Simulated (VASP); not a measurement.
# YN (Fm-3m) in VASP: notebook

Runs on YN. Level: PBE. Tasks: single point.

Everything below comes from runs of VASP 6.6.1. Logs are shortened: lines on timing, memory, paths and dates and some standing lists are left out, and cuts for length are marked.

**1. The cell of the first run**

Symmetry: Fm-3m, No. 225, cubic system. Conventional cell: a = 4.813 Å, b = 4.813 Å, c = 4.813 Å, α = 90.00°, β = 90.00°, γ = 90.00°. Y (site symmetry m-3m) has 6 N at 2.41 Å within 3.2 Å. N (site symmetry m-3m) has 6 Y at 2.41 Å within 3.2 Å.

**2. Single point, PBE (volume changed by -5%)**

INCAR

```
SYSTEM = YN
PREC = Accurate
ENCUT = 600
EDIFF = 1E-6
ISMEAR = 0
SIGMA = 0.01
LREAL = .FALSE.
LASPH = .TRUE.
NELM = 120
ALGO = Normal
ISIF = 2
LWAVE = .FALSE.
LCHARG = .FALSE.
GGA = PE
NBANDS = 15
GGA_COMPAT = .FALSE.
```

KPOINTS

```
regular mesh
0
G
  6 6 6
  0 0 0
```

POSCAR

```
YN
1.0
    0.0000000000      2.4065477840      2.4065477840
    2.4065477840      0.0000000000      2.4065477840
    2.4065477840      2.4065477840      0.0000000000
Y N
1 1
Direct
    0.0000000000      0.0000000000      0.0000000000
    0.5000000000      0.5000000000      0.5000000000
```

Potentials or basis: VASP PAW PBE potentials, release 64 (Y_sv, N).

Launch:

```sh
> cat potpaw_PBE.64/Y_sv/POTCAR potpaw_PBE.64/N/POTCAR > POTCAR
> mpirun -np 1 vasp_std > vasp.out
```

OUTCAR:

```text
SYSTEM = YN
   PREC = Accurate
   ENCUT = 600
   EDIFF = 1E-6
   ISMEAR = 0
   LREAL = .FALSE.
   LASPH = .TRUE.
   NELM = 120
   ISIF = 2
   GGA = PE

 ion  position               nearest neighbor table
   1  0.000  0.000  0.000-   2 2.41   2 2.41   2 2.41   2 2.41   2 2.41   2 2.41
   2  0.500  0.500  0.500-   1 2.41   1 2.41   1 2.41   1 2.41   1 2.41   1 2.41

  LATTYP: Found a face centered cubic cell.
 ALAT       =     4.8130955680

  Lattice vectors:

 A1 = (   0.0000000000,   2.4065477840,   2.4065477840)
 A2 = (   2.4065477840,   0.0000000000,   2.4065477840)
 A3 = (   2.4065477840,   2.4065477840,   0.0000000000)

Analysis of symmetry for initial positions (statically):
=====================================================================
 Subroutine PRICEL returns:
 Original cell was already a primitive cell.

 Routine SETGRP: Setting up the symmetry group for a
 face centered cubic supercell.

 Subroutine GETGRP returns: Found 48 space group operations
 (whereof 48 operations were pure point group operations)
 out of a pool of 48 trial point group operations.

The static configuration has the point symmetry O_h .

Analysis of symmetry for dynamics (positions and initial velocities):
=====================================================================
 Subroutine PRICEL returns:
 Original cell was already a primitive cell.

 Routine SETGRP: Setting up the symmetry group for a
 face centered cubic supercell.

 Subroutine GETGRP returns: Found 48 space group operations
 (whereof 48 operations were pure point group operations)
 out of a pool of 48 trial point group operations.

The dynamic configuration has the point symmetry O_h .

 Subroutine INISYM returns: Found 48 space group operations
 (whereof 48 operations are pure point group operations),
 and found     1 'primitive' translations

----------------------------------------------------------------------------------------

                                     Primitive cell

  volume of cell :      27.8749

  direct lattice vectors                    reciprocal lattice vectors
     0.000000000  2.406547784  2.406547784    -0.207766496  0.207766496  0.207766496
     2.406547784  0.000000000  2.406547784     0.207766496 -0.207766496  0.207766496
     2.406547784  2.406547784  0.000000000     0.207766496  0.207766496 -0.207766496

  length of vectors
     3.403372515  3.403372515  3.403372515     0.359862127  0.359862127  0.359862127

  position of ions in fractional coordinates (direct lattice)
     0.000000000  0.000000000  0.000000000
     0.500000000  0.500000000  0.500000000

  ion indices of the primitive-cell ions
   primitive index   ion index
                 1           1
                 2           2

----------------------------------------------------------------------------------------

 KPOINTS: regular mesh

Automatic generation of k-mesh.
 Grid dimensions read from file:
 generate k-points for:    6    6    6

 Generating k-lattice:

  Cartesian coordinates                     Fractional coordinates (reciprocal lattice)
    -0.034627749  0.034627749  0.034627749     0.166666667  0.000000000  0.000000000
     0.034627749 -0.034627749  0.034627749     0.000000000  0.166666667  0.000000000
     0.034627749  0.034627749 -0.034627749     0.000000000  0.000000000  0.166666667

  Length of vectors
     0.059977021  0.059977021  0.059977021

  Shift w.r.t. Gamma in fractional coordinates (k-lattice)
     0.000000000  0.000000000  0.000000000

 Subroutine IBZKPT returns following result:
 ===========================================

 Found     16 irreducible k-points:

 Following reciprocal coordinates:
            Coordinates               Weight
  0.000000  0.000000  0.000000      1.000000
  0.166667  0.000000  0.000000      8.000000
  0.333333  0.000000  0.000000      8.000000
  0.500000  0.000000  0.000000      4.000000
  0.166667  0.166667  0.000000      6.000000
  0.333333  0.166667  0.000000     24.000000
[... 8 lines left out ...]
 -0.333333  0.333333  0.166667     24.000000
 -0.333333  0.500000  0.166667     12.000000
   k-points           NKPTS =     16   k-points in BZ     NKDIM =     16   number of bands    NBANDS=     15
   number of dos      NEDOS =    301   number of ions     NIONS =      2
   total plane-waves  NPLWV =  21952
   dimension x,y,z NGX =    28 NGY =   28 NGZ =   28
   dimension x,y,z NGXF=    56 NGYF=   56 NGZF=   56
   ions per type =               1   1
   NGX,Y,Z   is equivalent  to a cutoff of  13.68, 13.68, 13.68 a.u.
   NGXF,Y,Z  is equivalent  to a cutoff of  27.35, 27.35, 27.35 a.u.
 SYSTEM =  YN
   PREC   = accura    normal or accurate (medium, high low for compatibility)
   ISTART =      0    job   : 0-new  1-cont  2-samecut
   ICHARG =      2    charge: 1-file 2-atom 10-const
   ISPIN  =      1    spin polarized calculation?
   LNONCOLLINEAR =      F non collinear calculations
   LSORBIT =      F    spin-orbit coupling
   LASPH  =      T    aspherical Exc in radial PAW
   ENCUT  =  600.0 eV  44.10 Ry    6.64 a.u.   6.80  6.80  6.80*2*pi/ulx,y,z
   NELM   =    120;   NELMIN=  2; NELMDL= -5     # of ELM steps
   EDIFF  = 0.1E-05   stopping-criterion for ELM
   LREAL  =      F    real-space projection
   EDIFFG = 0.1E-04   stopping-criterion for IOM
   NSW    =      0    number of steps for IOM
   IBRION =     -1    ionic relax: 0-MD 1-quasi-New 2-CG
   NFREE  =      0    steps in history (QN), initial steepest desc. (CG)
   ISIF   =      2    stress and relaxation
   ISYM   =      2    0-nonsym 1-usesym 2-fastsym
   POTIM  = 0.5000    time-step for ionic-motion
   TEBEG  =    0.0;   TEEND  =   0.0 temperature during run
   PSTRESS=    0.0 pullay stress
   NELECT =      16.0000    total number of electrons
   NUPDOWN=      -1.0000    fix difference up-down
   EMIN   =  10.00;   EMAX   =-10.00  energy-range for DOS
   EFERMI =   0.00;   METHOD = LEGACY
   ISMEAR =     0;   SIGMA  =   0.01  broadening in eV -4-tet -1-fermi 0-gaus
   EFERMI_NEDOS =   21; number of points for ismear=-14 and -15
   IALGO  =     38    algorithm
   IMIX   =      4    mixing-type and parameters
     AMIX     =   0.40;   BMIX     =  1.00
     AMIX_MAG =   1.60;   BMIX_MAG =  1.00
  volume/ion in A,a.u.               =      13.94        94.05
  Fermi-wavevector in a.u.,A,eV,Ry     =   1.360537  2.571042 25.185211  1.851061
  Thomas-Fermi vector in A             =   2.487191
   LORBIT       =      0    0 simple, 1 ext, 2 COOP (PROOUT), +10 PAW based schemes
   GGA     = PE    functional components
   LHFCALC =     F    Hartree Fock is set to
   AEXX    =    0.0000 exact exchange contribution
   IVDW    =     0    specifies the selected vdW correction
   LEPSILON=     F    determine dielectric tensor
   LRPA    =     F    only Hartree local field effects (RPA)
 non-spin polarized calculation
 Gauss-broadening in eV      SIGMA  =   0.01
  energy-cutoff  :      600.00
  volume of cell :       27.87
 maximum number of plane-waves:       941
   NGX = 13   NGY = 13   NGZ = 13

 number of electron      16.0000001 magnetization

 Free energy of the ion-electron system (eV)
  ---------------------------------------------------
  ext. energy  EPLUGINS =         0.00000000
  ---------------------------------------------------
  free energy    TOTEN  =       -18.17086401 eV

  energy without entropy =      -18.17086401  energy(sigma->0) =      -18.17086401

 E-fermi :   4.5011     XC(G=0): -11.4731

 val. band max:        4.4573396414   @ k =   0.0000   0.0000   0.0000
 cond. band min:       4.5419877245   @ k =   0.5000   0.5000   0.0000
 fundamental gap:      0.0846480831
 Fermi energy:         4.5010681202

 k-point     1 :       0.0000    0.0000    0.0000
  band No.  band energies     occupation
      1     -36.1978      2.00000
      2     -15.7971      2.00000
      3     -15.7971      2.00000
      4     -15.7971      2.00000
      5      -8.5791      2.00000
      6       4.4573      2.00000
      7       4.4573      2.00000
      8       4.4573      2.00000
      9       7.6496      0.00000
     10       7.6496      0.00000
     11       7.6496      0.00000
     12       9.0416      0.00000
     13       9.7483      0.00000
     14       9.7483      0.00000
     15      15.4255      0.00000

 k-point     2 :       0.1667    0.0000    0.0000
  band No.  band energies     occupation
      1     -36.1614      2.00000
      2     -16.1761      2.00000
      3     -15.8212      2.00000
      4     -15.8212      2.00000
      5      -8.0655      2.00000
      6       3.0105      2.00000
      7       3.6156      2.00000
      8       3.6156      2.00000
      9       7.8712      0.00000
     10       8.3275      0.00000
     11       8.3275      0.00000
     12      10.4089      0.00000
     13      11.0991      0.00000
     14      11.0991      0.00000
     15      17.1615      0.00000

 k-point     3 :       0.3333    0.0000    0.0000
  band No.  band energies     occupation
      1     -36.0876      2.00000
      2     -16.8327      2.00000
      3     -15.8686      2.00000
      4     -15.8686      2.00000
      5      -7.0908      2.00000
      6       1.0586      2.00000
      7       2.5027      2.00000
      8       2.5027      2.00000
      9       8.8611      0.00000
     10       9.9432      0.00000
     11       9.9432      0.00000
     12      12.0884      0.00000
     13      13.5990      0.00000
     14      13.5990      0.00000
     15      18.9488      0.00000
[... 199 lines left out ...]
 k-point    15 :      -0.3333    0.3333    0.1667
  band No.  band energies     occupation
      1     -36.0149      2.00000
      2     -16.7467      2.00000
      3     -16.3484      2.00000
      4     -16.0925      2.00000
      5      -7.3560      2.00000
      6       1.6577      2.00000
      7       2.7493      2.00000
      8       2.7647      2.00000
      9       8.7704      0.00000
     10       8.9814      0.00000
     11      12.0950      0.00000
     12      12.6383      0.00000
     13      14.1499      0.00000
     14      16.9225      0.00000
     15      17.4752      0.00000

 k-point    16 :      -0.3333    0.5000    0.1667
  band No.  band energies     occupation
      1     -36.0033      2.00000
      2     -16.6418      2.00000
      3     -16.3366      2.00000
      4     -16.2603      2.00000
      5      -7.7397      2.00000
      6       2.6304      2.00000
      7       2.9497      2.00000
      8       3.1116      2.00000
      9       6.8903      0.00000
     10      10.3260      0.00000
     11      12.1108      0.00000
     12      12.7446      0.00000
     13      13.4367      0.00000
     14      16.8748      0.00000
     15      17.0433      0.00000

------------------------ aborting loop because EDIFF is reached ----------------------------------------

  FORCE on cell =-STRESS in cart. coord.  units (eV):
  Direction    XX          YY          ZZ          XY          YZ          ZX
  --------------------------------------------------------------------------------------
  -------------------------------------------------------------------------------------
  Total        1.7782757      1.7782757      1.7782757     -0.0000000      0.0000000     -0.0000000
  in kB      102.2106660    102.2106660    102.2106660     -0.0000000      0.0000000     -0.0000000
  external PRESSURE =     102.2106660 kB  Pullay stress =       0.0000000 kB

 VOLUME and BASIS-vectors are now :
 -----------------------------------------------------------------------------
  energy-cutoff  :      600.00
  volume of cell :       27.87
      direct lattice vectors                 reciprocal lattice vectors
     0.000000000  2.406547784  2.406547784    -0.207766496  0.207766496  0.207766496
     2.406547784  0.000000000  2.406547784     0.207766496 -0.207766496  0.207766496
     2.406547784  2.406547784  0.000000000     0.207766496  0.207766496 -0.207766496

 POSITION                                       TOTAL-FORCE (eV/Angst)
 -----------------------------------------------------------------------------------
      0.00000      0.00000      0.00000        -0.000000     -0.000000     -0.000000
      2.40655      2.40655      2.40655         0.000000      0.000000      0.000000
 -----------------------------------------------------------------------------------
    total drift:                                0.000000      0.000000      0.000000

  FREE ENERGIE OF THE ION-ELECTRON SYSTEM (eV)
  ---------------------------------------------------
  free  energy   TOTEN  =       -18.1708640148 eV

  energy  without entropy=      -18.1708640147  energy(sigma->0) =      -18.17086401
```

Run time: 30 s. Hardware: 1 thread of Intel Xeon 8259CL, shared host; peak memory 0.17 GiB.

Results:

```yaml
Free_energy: -18.1709 eV
Pressure: 10.2 GPa
Band_gap_on_the_k_mesh: 0.08 eV, indirect (least direct gap 0.43 eV)
```

Levels at points of the mesh, in eV from the valence-band top:
```csv
k point,band 5,band 6,band 7,band 8,band 9,band 10,band 11,band 12
"(0.00, 0.00, 0.00)",-13.04,0.00,0.00,0.00,3.19,3.19,3.19,4.58
"(0.50, 0.00, 0.00)",-11.06,-4.23,-2.38,-2.38,5.93,6.64,6.64,7.03
"(0.50, 0.50, 0.00)",-12.62,-1.40,-0.35,-0.35,0.08,7.13,7.70,8.28
```

 A k mesh can miss the band edges.

**3. Single point, PBE (volume changed by +5%)**

INCAR

```
SYSTEM = YN
  ALGO = Normal
  EDIFF = 1E-6
  ENCUT = 600
  GGA = PE
  GGA_COMPAT = .False.
  ISIF = 2
  ISMEAR = 0
  LASPH = .True.
  LCHARG = .False.
  LREAL = .False.
  LWAVE = .False.
  NBANDS = 15
  NELM = 120
  PREC = Accurate
  SIGMA = 0.01
```

KPOINTS

```
k-points
0
Gamma
  6 6 6
  0 0 0
```

POSCAR

```
YN
1.0
    0.0000000000      2.4881872135      2.4881872135
    2.4881872135      0.0000000000      2.4881872135
    2.4881872135      2.4881872135      0.0000000000
Y N
1 1
Direct
    0.0000000000      0.0000000000      0.0000000000
    0.5000000000      0.5000000000      0.5000000000
```

Potentials or basis: VASP PAW PBE potentials, release 64 (Y_sv, N).

Launch:

```sh
> cat potpaw_PBE.64/Y_sv/POTCAR potpaw_PBE.64/N/POTCAR > POTCAR
> mpirun -np 1 vasp_std > vasp.out
```

Run time: 29 s. Hardware: 1 thread of Intel Xeon 8259CL, shared host; peak memory 0.17 GiB.

Results (log left out):

| Item | Value |
| --- | --- |
| Free energy | -18.1965 eV |
| Pressure | -6.3 GPa |
| Band gap on the k mesh | 0.26 eV, indirect (least direct gap 0.69 eV) |

Levels at points of the mesh, in eV from the valence-band top:
| k point | band 6 | band 7 | band 8 | band 9 | band 10 | band 11 |
| --- | --- | --- | --- | --- | --- | --- |
| (0.00, 0.00, 0.00) | 0.00 | 0.00 | 0.00 | 3.04 | 3.04 | 3.04 |
| (0.50, 0.00, 0.00) | -3.94 | -2.11 | -2.11 | 5.42 | 6.04 | 6.04 |
| (0.50, 0.50, 0.00) | -1.59 | -0.43 | -0.43 | 0.26 | 6.50 | 6.68 |
